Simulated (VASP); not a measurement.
**Tl: single point with LDA**

Crystal: Tl.

```xyz
1
Lattice="-1.9410 1.9410 1.9022 1.9410 -1.9410 1.9022 1.9410 1.9410 -1.9022" Properties=species:S:1:pos:R:3 pbc="T T T"
Tl    0.0000    0.0000    0.0000
```

This cell differs from its parent crystal: zz strain of -2 %.

```json
{"Program": "VASP 6.6.1", "Task": "single point", "Functional": "LDA", "Potentials or basis": "VASP PAW LDA potentials, release 64 (Tl_d)", "Cutoff": "520 eV", "k mesh": "13 × 13 × 13", "Occupations": "fermi-dirac, width 0.05 eV", "Spin": "no spin polarisation"}
```

```json
{
  "Pressure": "-1.8 GPa"
}
```

Stress tensor (GPa, compression positive):
```
-1.71  0.00  0.00
 0.00 -1.71  0.00
 0.00  0.00 -2.02
```

Levels at points of the mesh, in eV from the Fermi level:
```tsv
k point	band 4	band 5	band 6	band 7	band 8	band 9
(0.00, 0.00, 0.00)	-11.15	-11.12	-10.00	10.71	10.71	10.91
```

It took 51 s on 1 thread of Intel(R) Xeon(R) Platinum 8259CL CPU @ 2.50GHz (Skylake/Cascade Lake) (shared host), peak memory 0.18 GiB.

Caveat: the cell differs from its parent crystal (zz strain of -2 %); spin-orbit coupling is left out, which moves the levels of the heavy elements.
